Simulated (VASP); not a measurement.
Runs of VASP 6.6.1 on Ta2W. The structure is that of space group I4/mmm (No. 139), or close to it. The cells are those of the table. 

```tsv
task	cell	k mesh	cutoff (eV)	gap on the mesh (eV)	pressure (GPa)	largest force (eV/Å)
single point	a = 5.445 Å, angles 145.2, 145.2, 50.1°, 3 atoms	20 × 20 × 20	520	none	0.2	0.02
single point	a = 5.448 Å, angles 145.2, 145.2, 50.0°, 3 atoms	8 × 8 × 8	520	none	0.3	0.02
single point	a = 5.367 Å, angles 144.9, 144.9, 50.5°, 3 atoms	8 × 8 × 8	520	none	6.2	(a)
relaxation of cell and atoms	relaxed from a = 5.367 Å, angles 144.9, 144.9, 50.5°, 3 atoms	8 × 8 × 8	600	none	0.0	0.01
```

Alike in all rows: level PBE; potentials or basis VASP PAW PBE potentials, release 64 (Ta_pv, W_sv); no spin polarisation; smearing gaussian 0.1 eV.

Q: Fill in the values left out.

A: (a) 1.03.

Caveats: spin-orbit coupling is left out, which moves the levels of the heavy elements; forces of over 1 eV/Å act on the atoms, so gaps and moduli don't describe the material at rest (some runs).

A k mesh can miss the band edges, and the runs leave out spin-orbit coupling on Ta, W.

A gap of «none» marks levels without a gap at the run's occupations.
